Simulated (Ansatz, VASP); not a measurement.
# Pt: VASP beside Ansatz

```
CELL_PARAMETERS angstrom
-1.63175 1.63175 1.60798
1.63175 -1.63175 1.60798
1.63175 1.63175 -1.60798
ATOMIC_POSITIONS crystal
Pt 0.00000 0.00000 0.00000
```

Change from the starting cell: strain +0.030 along x and y, +0.015 along z, atoms carried along.

Alike in both runs: task single point; functional r2SCAN; k mesh 22 × 22 × 22; occupations gaussian, width 0.15 eV; no spin polarisation.

|  | VASP | Ansatz |
| --- | --- | --- |
| version | VASP 6.6.1 | Ansatz 0.2.0 |
| potentials or method | VASP PAW PBE potentials, release 64 (Pt), cutoff 520 eV | scalar-relativistic, plane waves, PAW |
| valence electrons in the cell | 10 | 18 |

```tsv
	VASP	Ansatz	Ansatz less VASP
gap on the k mesh at the Fermi level (eV)	none	none	-
pressure (GPa)	-19.6	-19.9	-0.30
traceless stress, the component that is largest in VASP (GPa)	-0.71	-0.70	+0.007
```

VASP's potentials were made for PBE, not for r2SCAN. A gap of «none» marks a metal or a gap that the smearing closes. VASP's potentials hold 10 valence electrons a cell and Ansatz's 18, so a difference there can come from the potentials and not from the codes.

Neither program's run includes spin-orbit coupling.
